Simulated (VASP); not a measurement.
LiF (Griceite): single point with PBEsol

The system is LiF (Griceite).

```
CELL_PARAMETERS angstrom
0.00000 2.00395 2.00395
2.00395 0.00000 2.00395
2.00395 2.00395 0.00000
ATOMIC_POSITIONS crystal
Li 0.00000 0.00000 0.00000
F 0.50000 0.50000 0.50000
```

```
Program             : VASP 6.6.1
Task                : single point
Functional          : PBEsol
Potentials or basis : VASP PAW PBE potentials, release 64 (Li_sv, F)
Cutoff              : 520 eV
k mesh              : 10 × 10 × 10
Occupations         : gaussian, width 0.02 eV
Spin                : no spin polarisation
```

| Quantity | Value |
| --- | --- |
| Band gap on the k mesh | 9.06 eV, direct |

Levels at points of the mesh, in eV from the valence-band top:
| k point | band 2 | band 3 | band 4 | band 5 | band 6 | band 7 | band 8 | band 9 |
| --- | --- | --- | --- | --- | --- | --- | --- | --- |
| (0.00, 0.00, 0.00) | -19.90 | 0.00 | 0.00 | 0.00 | 9.06 | 24.02 | 24.02 | 24.02 |
| (0.50, 0.00, 0.00) | -19.45 | -2.60 | -0.24 | -0.24 | 10.65 | 16.73 | 18.86 | 18.86 |
| (0.50, 0.50, 0.00) | -19.17 | -3.13 | -1.04 | -1.04 | 14.77 | 16.26 | 17.51 | 20.26 |

Run time: 9.6 s on 1 thread of Intel(R) Xeon(R) Platinum 8488C (Sapphire Rapids) (shared host), peak memory 0.13 GiB.

 A k mesh can miss the band edges.
